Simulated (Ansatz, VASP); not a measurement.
Two plane-wave programs on Ti2Co

File INCAR:

```
SYSTEM = Ti2Co
ALGO = Normal ; EDIFF = 1E-6
ENCUT = 520 ; GGA = PS
ISIF = 2 ; ISMEAR = 0
ISPIN = 2 ; LASPH = .True.
LCHARG = .True. ; LELF = .True.
LMAXMIX = 4 ; LORBIT = 11
LREAL = .False. ; LVHAR = .True.
LWAVE = .False. ; MAGMOM = 0 0 0 0 1.11 1.11
NBANDS = 46 ; NELM = 150
PREC = Accurate ; SIGMA = 0.1
```

KPOINTS

```
k-points
0
Gamma
  10 10 10
  0 0 0
```

Contents of POSCAR:

```
Ti2Co
1.0
    0.0000000000      3.4895129944      3.4895129944
    3.4895129944      0.0000000000      3.4895129944
    3.4895129944      3.4895129944      0.0000000000
Ti Co
4 2
Direct
    0.6250000000      0.6250000000      0.6250000000
    0.1250000000      0.6250000000      0.6250000000
    0.6250000000      0.6250000000      0.1250000000
    0.6250000000      0.1250000000      0.6250000000
    0.0000000000      0.0000000000      0.0000000000
    0.2500000000      0.2500000000      0.2500000000
```

Input for Ansatz:

```yaml
crystal:
  lattice:
    - [0.0, 3.4895131138, 3.4895131138]
    - [3.4895131138, 0.0, 3.4895131138]
    - [3.4895131138, 3.4895131138, 0.0]
  atoms:
    - { symbol: Ti, position: [0.125, 0.125, 0.125] }
    - { symbol: Ti, position: [0.625, 0.125, 0.125] }
    - { symbol: Ti, position: [0.125, 0.125, 0.625] }
    - { symbol: Ti, position: [0.125, 0.625, 0.125] }
    - { symbol: Co, position: [0.5, 0.5, 0.5], spin: 1.11 }
    - { symbol: Co, position: [0.75, 0.75, 0.75], spin: 1.11 }
basis:
  ecutwfc: 420
kpoints:
  mp_grid: { grid: [10, 10, 10] }
  band_path:
    path:
      - [[0.0, 0.0, 0.0], [0.5, 0.0, 0.5], [0.625, 0.25, 0.625]]
      - [[0.375, 0.375, 0.75], [0.0, 0.0, 0.0], [0.5, 0.5, 0.5], [0.5, 0.25, 0.75], [0.5, 0.0, 0.5]]
    npoints: 14
hamiltonian:
  xc: pbesol
scf:
  occupations: { method: gaussian, width: 0.1 }
  n_extra_bands: 15
output:
  forces: true
  stress: true
  eigenvalues: true
  populations: true
  dos: { projected: true, de: 0.02, nscf_kmesh: { grid: [15, 15, 15] } }
  bader: true
  write_density: true
  write_potential: true
  elf: true
  volumetric_format: npy
magnetization:
  spin_polarized: true
checkpoint:
  read: start.run
  write: ck
  compress: false
  write_wavefunctions: false
  write_every: 100000
```

Alike in both runs: task single point; functional PBEsol; k mesh 10 × 10 × 10; occupations gaussian, width 0.1 eV; collinear spin.

|  | VASP | Ansatz |
| --- | --- | --- |
| version | VASP 6.6.1 | Ansatz 0.2.0 |
| potentials or method | VASP PAW PBE potentials, release 64 (Ti_sv, Co), cutoff 520 eV | scalar-relativistic, plane waves, PAW |
| valence electrons in the cell | 66 | 82 |

```tsv
	VASP	Ansatz	Ansatz less VASP
gap on the k mesh at the Fermi level (eV)	none	none	-
pressure (GPa)	-0.2	0.0	+0.21
net moment per atom (μB)	0.31	0.31	+0.005
size of the moment on the site where the two differ most (μB)	0.97	1.01	+0.037
```

VASP's potentials were made for PBE, not for PBEsol. Site moments also hang on the region over which each program counts them. A gap of «none» marks a metal or a gap that the smearing closes. With one functional, cell and mesh, what is left measures potentials, basis and numerics. VASP's potentials hold 66 valence electrons a cell and Ansatz's 82, so a difference there can come from the potentials and not from the codes. Ansatz's warnings: stability check not made.
